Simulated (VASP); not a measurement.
Crystal: YbAuS3.

```
CELL_PARAMETERS angstrom
4.66056 0.00000 0.00000
0.00000 4.66056 0.00000
0.00000 0.00000 4.66056
ATOMIC_POSITIONS crystal
Yb 0.00000 0.00000 0.00000
S 0.00000 0.50000 0.50000
S 0.50000 0.00000 0.50000
S 0.50000 0.50000 0.00000
Au 0.50000 0.50000 0.50000
```

The cell was generated, and may not be a known phase.

```yaml
Program: VASP 6.6.1
Task: relaxation of cell and atoms
Functional: PBE
Potentials_or_basis: VASP PAW PBE potentials, release 64 (Yb, S, Au)
Cutoff: 600 eV
k_mesh: 4 × 4 × 4
Occupations: gaussian, width 0.1 eV
Spin: collinear spin, ferromagnetic start
Starting_moments: "[1.0, 0.0, 0.0, 0.0, 0.0] μB"
```

At the start: pressure 9.8 GPa; volume 20.25 Å³/atom.

**Question.** Where does the relaxation end?

**Answer.** Over 3 steps the energy falls by 61.0 meV/atom and the volume is 22.47 Å³/atom (+11.0 %); space group Pm-3m (No. 221, to 0.1 Å) before and after; moment 0.26 μB per cell.

Step by step:
```
step  energy change (eV)  largest force (eV/Å)  pressure (GPa)  volume (Å³)
   1              0.0000                0.0000            9.78       101.23
   2             -0.1824                0.0000           -4.93       120.44
   3             -0.3049                0.0000           -0.11       112.36
```

Final structure:
```
Yb S Au
1.0
     4.82542    0.00000    0.00000
     0.00000    4.82542    0.00000
     0.00000    0.00000    4.82542
Yb S Au
1 3 1
Cartesian
  0.0000 0.0000 0.0000
  0.0000 2.4127 2.4127
  2.4127 0.0000 2.4127
  2.4127 2.4127 0.0000
  2.4127 2.4127 2.4127
```
